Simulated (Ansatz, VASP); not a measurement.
# Two plane-wave programs on PtS2

INCAR

```
SYSTEM = PtS2
ALGO = Normal
DIPOL = 0.5 0.5 0.392
EDIFF = 1E-7
ENCUT = 520
GGA = PE
IDIPOL = 3
ISIF = 2
ISMEAR = 0
IVDW = 12
LASPH = .TRUE.
LCHARG = .FALSE.
LDIPOL = .TRUE.
LREAL = .FALSE.
LWAVE = .FALSE.
NBANDS = 31
NELM = 60
PREC = Accurate
SIGMA = 0.05
```

File KPOINTS:

```
k-points
0
G
  9 9 1
  0 0 0
```

POSCAR

```
PtS2
1.0
    3.5415277692      0.0000000000      0.0000000000
   -1.7707638846      3.0670530163      0.0000000000
    0.0000000000      0.0000000000     22.4670602589
S Pt
4 2
Direct
    0.6666666667      0.3333333333      0.2002932270
    0.3333333333      0.6666666667      0.3108341745
    0.8333333333      1.0000000000      0.4728491403
    0.5000000000      1.3333333333      0.5833900879
    0.0000000000      0.0000000000      0.2555637007
    0.1666666667      0.6666666667      0.5281196141
```

Input for Ansatz:

```yaml
crystal:
  lattice:
    - [3.5415277692, 0.0, 0.0]
    - [-1.7707638846, 3.0670530163, 0.0]
    - [0.0, 0.0, 22.4670602589]
  atoms:
    - { symbol: S, position: [0.6666666667, 0.3333333333, 0.200293227] }
    - { symbol: Pt, position: [0.0, 0.0, 0.2555637007] }
    - { symbol: S, position: [0.3333333333, 0.6666666667, 0.3108341745] }
    - { symbol: S, position: [0.8333333333, 1.0, 0.4728491403] }
    - { symbol: Pt, position: [0.1666666667, 0.6666666667, 0.5281196141] }
    - { symbol: S, position: [0.5, 1.3333333333, 0.5833900879] }
basis:
  ecutwfc: 420
kpoints:
  mp_grid: { grid: [9, 9, 1] }
hamiltonian:
  xc: pbe
  pseudopotentials: { kind: paw, azcp: { folder: soft_1 } }
  dispersion: d3bj
scf:
  occupations: { method: gaussian, width: 0.05 }
output:
  forces: true
  eigenvalues: true
efield:
  axis: 3
  dipole_correction: true
  ramp_width: 0.04
```

Alike in both runs: task single point; functional PBE; dispersion D3(BJ); k mesh 9 × 9 × 1; occupations gaussian, width 0.05 eV; no spin polarisation.

|  | VASP | Ansatz |
| --- | --- | --- |
| version | VASP 6.6.1 | Ansatz 0.2.0 |
| potentials or method | VASP PAW PBE potentials, release 64 (S, Pt), cutoff 520 eV | scalar-relativistic, plane waves, PAW |
| valence electrons in the cell | 44 | 60 |

|  | VASP | Ansatz | Ansatz less VASP |
| --- | --- | --- | --- |
| gap on the k mesh at the Fermi level (eV) | 1.54 | 1.54 | -0.006 |
| least direct gap on the mesh (eV) | 1.64 | 1.63 | -0.006 |
| rms of the force components (eV/Å) | 0.025 | 0.028 | +0.0030 |

VASP's potentials hold 44 valence electrons a cell and Ansatz's 60, so a difference there can come from the potentials and not from the codes.

Spin-orbit coupling is off throughout.
